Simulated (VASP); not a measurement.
# LiCl (Fm-3m) in VASP: a series of runs

Aim: see how the results for LiCl move with the level of theory and the settings. Levels: HSE06, PBE0, PBEsol. Tasks: single point.

Program: VASP 6.6.1. These are calculated values, not measurements. Logs are shortened: lines on timing, memory, paths and dates and some standing lists are left out, and cuts for length are marked.

**1. The cell of the first run**

The structure is cubic, space group Fm-3m (No. 225). Conventional cell: a = 5.130 Å, b = 5.130 Å, c = 5.130 Å, α = 90.00°, β = 90.00°, γ = 90.00°. Within 3.4 Å of Cl (site symmetry m-3m) lie 6 Li at 2.56 Å. Li (site symmetry m-3m) has 6 Cl at 2.56 Å within 3.4 Å.

**2. Single point, HSE06**

POSCAR reads:

```
LiCl
1.0
    0.0000000000      2.5647700000      2.5647700000
    2.5647700000      0.0000000000      2.5647700000
    2.5647700000      2.5647700000      0.0000000000
Cl Li
1 1
Direct
    0.5000000000      0.5000000000      0.5000000000
    0.0000000000      0.0000000000      0.0000000000
```

INCAR.step1 reads:

```
  PREC = Accurate
  ENCUT = 520
  EDIFF = 1E-5
  ISMEAR = -1
  SIGMA = 0.05
  LREAL = False
  LASPH = True
  NELM = 100
  ALGO = Normal
  ISIF = 2
  LWAVE = True
  LCHARG = False
  GGA = PE
  NBANDS = 12
```

INCAR.step2 reads:

```
  PREC = Accurate
  ENCUT = 520
  EDIFF = 1E-7
  ISMEAR = -1
  SIGMA = 0.05
  LREAL = False
  LASPH = True
  NELM = 100
  ALGO = Normal
  ISIF = 2
  LWAVE = False
  LCHARG = False
  GGA = PE
  LHFCALC = True
  HFSCREEN = 0.2079
  PRECFOCK = Normal
  ISTART = 1
  NBANDS = 12
```

KPOINTS reads:

```
regular mesh
0
Gamma
  6 6 6
```

Potentials or basis: VASP PAW PBE potentials, release 64 (Cl, Li_sv).

Launch:

```bash
> cat potpaw_PBE.64/Cl/POTCAR potpaw_PBE.64/Li_sv/POTCAR > POTCAR
> cp INCAR.step1 INCAR
> mpirun -np 1 vasp_std > vasp.out
> cp INCAR.step2 INCAR
> mpirun -np 1 vasp_std > vasp.out
```

OUTCAR:

```text
PREC = Accurate
   ENCUT = 520
   EDIFF = 1E-7
   ISMEAR = -1
   LREAL = False
   LASPH = True
   NELM = 100
   ISIF = 2
   GGA = PE
   LHFCALC = True
   HFSCREEN = 0.2079
   PRECFOCK = Normal
   ISTART = 1

 ion  position               nearest neighbor table
   1  0.500  0.500  0.500-   2 2.56   2 2.56   2 2.56   2 2.56   2 2.56   2 2.56
   2  0.000  0.000  0.000-   1 2.56   1 2.56   1 2.56   1 2.56   1 2.56   1 2.56

  LATTYP: Found a face centered cubic cell.
 ALAT       =     5.1295400000

  Lattice vectors:

 A1 = (   0.0000000000,   2.5647700000,   2.5647700000)
 A2 = (   2.5647700000,   0.0000000000,   2.5647700000)
 A3 = (   2.5647700000,   2.5647700000,   0.0000000000)

Analysis of symmetry for initial positions (statically):
=====================================================================
 Subroutine PRICEL returns:
 Original cell was already a primitive cell.

 Routine SETGRP: Setting up the symmetry group for a
 face centered cubic supercell.

 Subroutine GETGRP returns: Found 48 space group operations
 (whereof 48 operations were pure point group operations)
 out of a pool of 48 trial point group operations.

The static configuration has the point symmetry O_h .

Analysis of symmetry for dynamics (positions and initial velocities):
=====================================================================
 Subroutine PRICEL returns:
 Original cell was already a primitive cell.

 Routine SETGRP: Setting up the symmetry group for a
 face centered cubic supercell.

 Subroutine GETGRP returns: Found 48 space group operations
 (whereof 48 operations were pure point group operations)
 out of a pool of 48 trial point group operations.

The dynamic configuration has the point symmetry O_h .

 Subroutine INISYM returns: Found 48 space group operations
 (whereof 48 operations are pure point group operations),
 and found     1 'primitive' translations

----------------------------------------------------------------------------------------

                                     Primitive cell

  volume of cell :      33.7423

  direct lattice vectors                    reciprocal lattice vectors
[... 88 lines left out ...]
   PSTRESS=    0.0 pullay stress
   NELECT =      10.0000    total number of electrons
   NUPDOWN=      -1.0000    fix difference up-down
   EMIN   =  10.00;   EMAX   =-10.00  energy-range for DOS
   EFERMI =   0.00;   METHOD = LEGACY
   ISMEAR =    -1;   SIGMA  =   0.05  broadening in eV -4-tet -1-fermi 0-gaus
   EFERMI_NEDOS =   21; number of points for ismear=-14 and -15
   IALGO  =     38    algorithm
   IMIX   =      1    mixing-type and parameters
     AMIX     =   0.40;   BMIX     =  1.00
     AMIX_MAG =   1.60;   BMIX_MAG =  1.00
  volume/ion in A,a.u.               =      16.87       113.85
  Fermi-wavevector in a.u.,A,eV,Ry     =   1.091482  2.062601 16.209056  1.191332
  Thomas-Fermi vector in A             =   2.227728
   LORBIT       =      0    0 simple, 1 ext, 2 COOP (PROOUT), +10 PAW based schemes
   GGA     = PE    functional components
   LHFCALC =     T    Hartree Fock is set to
   PRECFOCK=normal    Normal, Fast or Accurate (Low or Medium for compatibility)
   ENCUT4O =  -1.0   cutoff for four orbital integrals eV
   NKREDX  =     1    reduce k-point grid by
   NKREDY  =     1    reduce k-point grid by
   NKREDZ  =     1    reduce k-point grid by
   AEXX    =    0.2500 exact exchange contribution
   HFSCREEN=    0.2079 screening length (either q_TF or 0.3 A-1)
   HFSCREENC=   0.2079 screening length for correlation (either q_TF or 0.3 A-1)
   ENCUTFOCK=  -1.0 apply spherical cutoff to Coloumb kernel
   IVDW    =     0    specifies the selected vdW correction
   LEPSILON=     F    determine dielectric tensor
   LRPA    =     F    only Hartree local field effects (RPA)
 non-spin polarized calculation
  energy-cutoff  :      520.00
  volume of cell :       33.74
 maximum number of plane-waves:       934
  NGX = 24; NGY = 24; NGZ = 24

 number of electron      10.0000005 magnetization

 Free energy of the ion-electron system (eV)
  ---------------------------------------------------
  ext. energy  EPLUGINS =         0.00000000
  ---------------------------------------------------
  free energy    TOTEN  =        -8.45912826 eV

  energy without entropy =       -8.45912826  energy(sigma->0) =       -8.45912826

 E-fermi :   0.8615     XC(G=0):  -7.2604

 val. band max:       -0.3810289051   @ k =   0.0000   0.0000   0.0000
 cond. band min:       7.3503581041   @ k =   0.0000   0.0000   0.0000
 fundamental gap:      7.7313870093
 Fermi energy:         0.8614678042

 k-point     1 :       0.0000    0.0000    0.0000
  band No.  band energies     occupation
      1     -46.6560      2.00000
      2     -15.0440      2.00000
      3      -0.3810      2.00000
      4      -0.3810      2.00000
      5      -0.3810      2.00000
      6       7.3504      0.00000
      7      13.0824      0.00000
      8      13.0824      0.00000
      9      13.0824      0.00000
     10      15.8414      0.00000
     11      15.8419      0.00000
     12      15.8560      0.00000
[... 211 lines left out ...]
 k-point    16 :      -0.3333    0.5000    0.1667
  band No.  band energies     occupation
      1     -46.6518      2.00000
      2     -14.1613      2.00000
      3      -3.0938      2.00000
      4      -2.1521      2.00000
      5      -1.5344      2.00000
      6       9.8229      0.00000
      7      10.4374      0.00000
      8      12.5699      0.00000
      9      12.6553      0.00000
     10      16.2905      0.00000
     11      18.6401      0.00000
     12      20.2326      0.00000

------------------------ aborting loop because EDIFF is reached ----------------------------------------

  FORCE on cell =-STRESS in cart. coord.  units (eV):
  Direction    XX          YY          ZZ          XY          YZ          ZX
  --------------------------------------------------------------------------------------
  -------------------------------------------------------------------------------------
  Total       -0.0752507     -0.0752507     -0.0752507      0.0000000     -0.0000000     -0.0000000
  in kB       -3.5731080     -3.5731080     -3.5731080      0.0000000     -0.0000000     -0.0000000
  external PRESSURE =      -3.5731080 kB  Pullay stress =       0.0000000 kB

 VOLUME and BASIS-vectors are now :
 -----------------------------------------------------------------------------
  energy-cutoff  :      520.00
  volume of cell :       33.74
      direct lattice vectors                 reciprocal lattice vectors
     0.000000000  2.564770000  2.564770000    -0.194949255  0.194949255  0.194949255
     2.564770000  0.000000000  2.564770000     0.194949255 -0.194949255  0.194949255
     2.564770000  2.564770000  0.000000000     0.194949255  0.194949255 -0.194949255

 POSITION                                       TOTAL-FORCE (eV/Angst)
 -----------------------------------------------------------------------------------
      2.56477      2.56477      2.56477         0.000000      0.000000      0.000000
      0.00000      0.00000      0.00000        -0.000000     -0.000000     -0.000000
 -----------------------------------------------------------------------------------
    total drift:                                0.000000      0.000000     -0.000000

  FREE ENERGIE OF THE ION-ELECTRON SYSTEM (eV)
  ---------------------------------------------------
  free  energy   TOTEN  =        -8.4591282623 eV

  energy  without entropy=       -8.4591282623  energy(sigma->0) =       -8.45912826
```

OUTCAR.step1:

```text
PREC = Accurate
   ENCUT = 520
   EDIFF = 1E-5
   ISMEAR = -1
   LREAL = False
[... 450 lines left out ...]
      2.56477      2.56477      2.56477         0.000000      0.000000     -0.000000
      0.00000      0.00000      0.00000        -0.000000     -0.000000      0.000000
 -----------------------------------------------------------------------------------
    total drift:                                0.000000      0.000000      0.000000

  FREE ENERGIE OF THE ION-ELECTRON SYSTEM (eV)
  ---------------------------------------------------
  free  energy   TOTEN  =        -7.3855995377 eV

  energy  without entropy=       -7.3855995377  energy(sigma->0) =       -7.38559954
```

It took 15 min on 1 thread of AMD EPYC 7R43 (Zen 3), shared host; peak memory 0.23 GiB.

What came out:

```
Free energy            : -8.4591 eV
Band gap on the k mesh : 7.73 eV
```

Caveat: the cutoff is under 1.25 times the usual one of these potentials, so pressure, stress and relaxed cells hold a basis-set (Pulay) error; the PAW data sets were made with another functional, which shifts forces and pressure a little.

**3. Single point, PBE0**

POSCAR is that of step 2.

INCAR.step1 reads:

```
SYSTEM = LiCl
  PREC = Accurate
  ENCUT = 520
  EDIFF = 1E-5
  ISMEAR = -1
  SIGMA = 0.05
  LREAL = .False.
  LASPH = .True.
  NELM = 100
  ALGO = Normal
  ISIF = 2
  LWAVE = .True.
  GGA = PE
  NBANDS = 12
```

INCAR.step2 reads:

```
SYSTEM = LiCl
  PREC = Accurate
  ENCUT = 520
  EDIFF = 1E-7
  ISMEAR = -1
  SIGMA = 0.05
  LREAL = .False.
  LASPH = .True.
  NELM = 100
  ALGO = Normal
  ISIF = 2
  LWAVE = .False.
  LCHARG = .True.
  GGA = PE
  LHFCALC = .True.
  AEXX = 0.25
  PRECFOCK = Normal
  LELF = .True.
  LVHAR = .True.
  ISTART = 1
  NBANDS = 12
```

KPOINTS reads:

```
Automatic mesh
0
Gamma
  6 6 6
  0 0 0
```

Potentials or basis: VASP PAW PBE potentials, release 64 (Cl, Li_sv).

Launch:

```bash
> cat potpaw_PBE.64/Cl/POTCAR potpaw_PBE.64/Li_sv/POTCAR > POTCAR
> cp INCAR.step1 INCAR
> mpirun -np 1 vasp_std > vasp.out
> cp INCAR.step2 INCAR
> mpirun -np 1 vasp_std > vasp.out
```

Run time: 17 min. Hardware: 1 thread of AMD EPYC 7R43 (Zen 3), shared host; peak memory 0.13 GiB.

The run converged. Its results:

```yaml
Free_energy: -8.9856 eV
Band_gap_on_the_k_mesh: 8.46 eV
```

Levels at points of the mesh, in eV from the valence-band top:
```csv
k point,band 1,band 2,band 3,band 4,band 5,band 6,band 7,band 8,band 9,band 10
"(0.00, 0.00, 0.00)",-46.30,-14.70,0.00,0.00,0.00,8.46,14.23,14.23,14.23,16.99
"(0.50, 0.00, 0.00)",-46.29,-14.07,-3.08,-0.28,-0.28,8.86,11.76,11.76,15.48,19.25
"(0.50, 0.50, 0.00)",-46.29,-13.81,-3.14,-1.20,-1.20,10.06,10.36,14.90,16.63,16.63
```

Caveat: the cutoff is under 1.25 times the usual one of these potentials, so pressure, stress and relaxed cells hold a basis-set (Pulay) error; the PAW data sets were made with another functional, which shifts forces and pressure a little.

**4. Single point, PBEsol (16.53 Å³/atom)**

This run uses another cell than the first one, of 16.53 Å³/atom.

INCAR reads:

```
SYSTEM = LiCl
PREC = Accurate ; ENCUT = 520
EDIFF = 1E-6 ; ISMEAR = -1
SIGMA = 0.05 ; LREAL = .FALSE.
LASPH = .TRUE. ; NELM = 60
ALGO = Normal ; ISIF = 2
LWAVE = .FALSE. ; LCHARG = .TRUE.
GGA = PS ; LELF = .TRUE.
LVHAR = .TRUE. ; NBANDS = 12
```

KPOINTS reads:

```
Automatic mesh
0
G
  9 9 9
  0 0 0
```

POSCAR reads:

```
LiCl
1.0
    0.0000000000      2.5475562599      2.5475562599
    2.5475562599      0.0000000000      2.5475562599
    2.5475562599      2.5475562599      0.0000000000
Cl Li
1 1
Direct
    0.5000000000      0.5000000000      0.5000000000
    0.0000000000      0.0000000000      0.0000000000
```

Potentials or basis: VASP PAW PBE potentials, release 64 (Cl, Li_sv).

Launch:

```bash
> cat potpaw_PBE.64/Cl/POTCAR potpaw_PBE.64/Li_sv/POTCAR > POTCAR
> mpirun -np 1 vasp_std > vasp.out
```

OUTCAR:

```text
SYSTEM = LiCl
   PREC = Accurate
   ENCUT = 520
   EDIFF = 1E-6
   ISMEAR = -1
   LREAL = .FALSE.
   LASPH = .TRUE.
   NELM = 60
   ISIF = 2
   GGA = PS

 ion  position               nearest neighbor table
   1  0.500  0.500  0.500-   2 2.55   2 2.55   2 2.55   2 2.55   2 2.55   2 2.55
   2  0.000  0.000  0.000-   1 2.55   1 2.55   1 2.55   1 2.55   1 2.55   1 2.55

  LATTYP: Found a face centered cubic cell.
 ALAT       =     5.0951125198

  Lattice vectors:

[... 544 lines left out ...]
 [... further k-points ...]

------------------------ aborting loop because EDIFF is reached ----------------------------------------

  FORCE on cell =-STRESS in cart. coord.  units (eV):
  Direction    XX          YY          ZZ          XY          YZ          ZX
  --------------------------------------------------------------------------------------
  -------------------------------------------------------------------------------------
  Total       -0.1418534     -0.1418534     -0.1418534      0.0000000      0.0000000      0.0000000
  in kB       -6.8730424     -6.8730424     -6.8730424      0.0000000      0.0000000      0.0000000
  external PRESSURE =      -6.8730424 kB  Pullay stress =       0.0000000 kB

 VOLUME and BASIS-vectors are now :
 -----------------------------------------------------------------------------
  energy-cutoff  :      520.00
  volume of cell :       33.07
      direct lattice vectors                 reciprocal lattice vectors
     0.000000000  2.547556260  2.547556260    -0.196266519  0.196266519  0.196266519
     2.547556260  0.000000000  2.547556260     0.196266519 -0.196266519  0.196266519
     2.547556260  2.547556260  0.000000000     0.196266519  0.196266519 -0.196266519

 POSITION                                       TOTAL-FORCE (eV/Angst)
 -----------------------------------------------------------------------------------
      2.54756      2.54756      2.54756         0.000000     -0.000000      0.000000
      0.00000      0.00000      0.00000        -0.000000      0.000000     -0.000000
 -----------------------------------------------------------------------------------
    total drift:                                0.000000      0.000000      0.000000

  FREE ENERGIE OF THE ION-ELECTRON SYSTEM (eV)
  ---------------------------------------------------
  free  energy   TOTEN  =        -7.6381641199 eV

  energy  without entropy=       -7.6381641198  energy(sigma->0) =       -7.63816412
```

OSZICAR:

```text
N       E                     dE             d eps       ncg     rms          rms(c)
DAV:   1     0.400589175147E+02    0.40059E+02   -0.40519E+03   840   0.763E+02
DAV:   2    -0.516593042738E+01   -0.45225E+02   -0.43523E+02  1076   0.145E+02
DAV:   3    -0.761935695209E+01   -0.24534E+01   -0.24449E+01  1108   0.341E+01
DAV:   4    -0.769031903823E+01   -0.70962E-01   -0.70938E-01  1172   0.571E+00
DAV:   5    -0.769150815744E+01   -0.11891E-02   -0.11891E-02  1112   0.614E-01    0.231E+00
DAV:   6    -0.763736064901E+01    0.54148E-01   -0.10625E-01  1084   0.151E+00    0.156E+00
DAV:   7    -0.763628861398E+01    0.10720E-02   -0.33427E-02  1284   0.969E-01    0.755E-01
DAV:   8    -0.763814929720E+01   -0.18607E-02   -0.33800E-03  1048   0.410E-01    0.109E-01
DAV:   9    -0.763813795720E+01    0.11340E-04   -0.14114E-04  1060   0.829E-02    0.368E-02
DAV:  10    -0.763816324184E+01   -0.25285E-04   -0.45199E-05   992   0.469E-02    0.288E-02
DAV:  11    -0.763816411991E+01   -0.87807E-06   -0.59025E-06  1068   0.155E-02
   1 F= -.76381641E+01 E0= -.76381641E+01  d E =-.103904E-09
```

Wall time 12 s (1 thread of Intel Xeon Platinum 8488C (Sapphire Rapids), shared host); peak memory 0.15 GiB.

What came out:

- Free energy: -7.6382 eV
- Band gap on the k mesh: 6.25 eV

Levels at points of the mesh, in eV from the valence-band top:
| k point | band 1 | band 2 | band 3 | band 4 | band 5 | band 6 | band 7 | band 8 | band 9 | band 10 |
| --- | --- | --- | --- | --- | --- | --- | --- | --- | --- | --- |
| (0.00, 0.00, 0.00) | -42.78 | -13.47 | 0.00 | 0.00 | 0.00 | 6.25 | 11.83 | 11.83 | 11.83 | 14.53 |

Caveat: the cutoff is under 1.25 times the usual one of these potentials, so pressure, stress and relaxed cells hold a basis-set (Pulay) error; the PAW data sets were made with another functional, which shifts forces and pressure a little; an odd mesh through Γ misses points on the zone boundary, where band edges can lie.

**5. Single point, PBEsol (17.21 Å³/atom)**

This run uses another cell than the first one, of 17.21 Å³/atom.

INCAR reads:

```
  PREC = Accurate
  ENCUT = 520
  EDIFF = 1E-6
  ISMEAR = -1
  SIGMA = 0.05
  LREAL = F
  LASPH = T
  NELM = 80
  ALGO = Normal
  ISIF = 2
  LWAVE = F
  LCHARG = F
  GGA = PS
  NBANDS = 12
```

KPOINTS reads:

```
regular mesh
0
Gamma
  9 9 9
```

POSCAR reads:

```
LiCl
1.0
    0.0000000000      2.5817557268      2.5817557268
    2.5817557268      0.0000000000      2.5817557268
    2.5817557268      2.5817557268      0.0000000000
Cl Li
1 1
Direct
    0.5000000000      0.5000000000      0.5000000000
    0.0000000000      0.0000000000      0.0000000000
```

Launch:

```bash
> cat potpaw_PBE.64/Cl/POTCAR potpaw_PBE.64/Li_sv/POTCAR > POTCAR
> mpirun -np 1 vasp_std > vasp.out
```

Wall time 14 s (1 thread of Intel Xeon Platinum 8488C (Sapphire Rapids), shared host); peak memory 0.15 GiB.

Results (log left out):

* Free energy: -7.6281 eV
* Band gap on the k mesh: 6.03 eV

Levels at points of the mesh, in eV from the valence-band top:
```tsv
k point	band 3	band 4	band 5	band 6	band 7	band 8
(0.00, 0.00, 0.00)	0.00	0.00	0.00	6.03	11.79	11.79
```

Caveat: the cutoff is under 1.25 times the usual one of these potentials, so pressure, stress and relaxed cells hold a basis-set (Pulay) error; the PAW data sets were made with another functional, which shifts forces and pressure a little; an odd mesh through Γ misses points on the zone boundary, where band edges can lie.

**6. Overview**

```tsv
level	cell	k mesh	grid for exact exchange (PRECFOCK)	share of exact exchange	screening parameter	gap on the mesh (eV)
HSE06	a = 3.627 Å, angles 60.0°, 2 atoms	6 × 6 × 6	Normal	0.25	0.2079 1/Å	7.73
PBE0	a = 3.627 Å, angles 60.0°, 2 atoms	6 × 6 × 6	Normal	0.25	-	8.46
PBEsol	a = 3.603 Å, angles 60.0°, 2 atoms	9 × 9 × 9	-	-	-	6.25
PBEsol	a = 3.651 Å, angles 60.0°, 2 atoms	9 × 9 × 9	-	-	-	6.03
```

Alike in all rows: task single point; potentials or basis VASP PAW PBE potentials, release 64 (Cl, Li_sv); no spin polarisation; cutoff (eV) 520; smearing fermi-dirac 0.05 eV.

Caveats: the cutoff is under 1.25 times the usual one of these potentials, so pressure, stress and relaxed cells hold a basis-set (Pulay) error; the PAW data sets were made with another functional, which shifts forces and pressure a little; an odd mesh through Γ misses points on the zone boundary, where band edges can lie (at least some runs).

Absolute energies hang on the potentials; compare differences alone.
